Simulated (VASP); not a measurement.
A run of VASP 6.6.1 is set up as follows.

INCAR

```
PREC = Accurate ; ENCUT = 520
EDIFF = 1E-6 ; ISMEAR = 0
SIGMA = 0.1 ; LREAL = F
LASPH = T ; NELM = 100
ALGO = Normal ; ISIF = 2
LWAVE = F ; LCHARG = F
GGA = PS ; NBANDS = 23
```

File KPOINTS:

```
regular mesh
0
Gamma
  4 4 4
```

The input POSCAR:

```
CaB6
1.0
    4.1450000000      0.0000000000      0.0000000000
    0.0000000000      4.1450000000      0.0000000000
    0.0000000000      0.0000000000      4.1450000000
Ca B
1 6
Direct
    0.5000000000      0.5000000000      0.5000000000
    0.0000000000      0.0000000000      0.2930000000
    0.0000000000      0.0000000000      0.7070000000
    0.2930000000      0.0000000000      0.0000000000
    0.7070000000      0.0000000000      0.0000000000
    0.0000000000      0.2930000000      0.0000000000
    0.0000000000      0.7070000000      0.0000000000
```

Potentials or basis: VASP PAW PBE potentials, release 64 (Ca_sv, B).

Command:

```console
$ cat potpaw_PBE.64/Ca_sv/POTCAR potpaw_PBE.64/B/POTCAR > POTCAR
$ mpirun -np 1 vasp_std > vasp.out
```

(1) Estimate the pressure.

(2) Estimate the largest force.

(3) Estimate the band gap on the k mesh.

## Answers

(1) 0.3 GPa.

(2) 1.383 eV/Å.

(3) 0.12 eV.

Caveat: the PAW data sets were made with another functional, which shifts forces and pressure a little.

**Experimental background.**

“Bulk Band Gaps in Divalent Hexaborides”, 2001, arxiv:cond-mat/0107429 reports, for a bulk crystal of CaB6: band gap 1.15 eV.

Measured gap of CaB6: 1.15 eV (“Bulk Band Gaps in Divalent Hexaborides”, 2001, arxiv:cond-mat/0107429). This calculation gives 0.12 eV (-1.03 eV). So large a miss can be the level of theory's own, or it may mean another phase, state or a wrong row. The value is that of PBEsol on a finite k mesh, which can miss the band edges, without temperature or zero-point motion. Semilocal functionals fall short of measured gaps as a rule.
